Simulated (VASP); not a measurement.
A run of VASP 6.6.1:

Contents of INCAR:

```
PREC     = Accurate       # precision mode
ENCUT    = 500            # plane-wave cutoff, eV
EDIFF    = 1E-7           # SCF threshold, eV
ISMEAR   = 0              # smearing method
SIGMA    = 0.02           # smearing width, eV
LREAL    = F              # projectors in reciprocal space
LASPH    = T              # aspherical terms in the spheres
NELM     = 120            # most SCF steps
ALGO     = Normal         # electronic algorithm
ISIF     = 3              # what is computed and relaxed
LWAVE    = F              # write WAVECAR
LCHARG   = F              # write CHGCAR
GGA      = PE             # functional
IBRION   = 2              # ionic algorithm
NSW      = 100            # ionic steps
EDIFFG   = -0.01          # ionic threshold
GGA_COMPAT= F            
NELMIN   = 4
```

KPOINTS

```
regular mesh
0
Gamma
  12 12 4
```

POSCAR

```
Ga3As2P
1.0
    4.0064384913      0.0000000000      0.0000000000
   -2.0032192456      3.4696775122      0.0000000000
    0.0000000000      0.0000000000      9.7993428191
Ga P As
3 1 2
Direct
    0.0000000000      0.0000000000      0.9933625610
    0.3333333333      0.6666666667      0.6732581332
    0.6666666667      0.3333333333      0.3334307038
    0.3333333333      0.6666666667      0.9167663070
    0.6666666667      0.3333333333      0.5863520542
    0.0000000000      0.0000000000      0.2468302409
```

Potentials or basis: VASP PAW PBE potentials, release 64 (Ga_d, P, As).

Run with:

```sh
$ cat potpaw_PBE.64/Ga_d/POTCAR potpaw_PBE.64/P/POTCAR potpaw_PBE.64/As/POTCAR > POTCAR
$ mpirun -np 1 vasp_std > vasp.out
```

Hardware: 1 thread of Oxide Virtual Turin-like Processor (shared host).

Estimate the wall time of this run.

It took 16 min on 1 thread of Oxide Virtual Turin-like Processor, with other jobs on the host, peak memory 0.39 GiB. Counts: scf iterations 41, k points 69, ion steps 5.
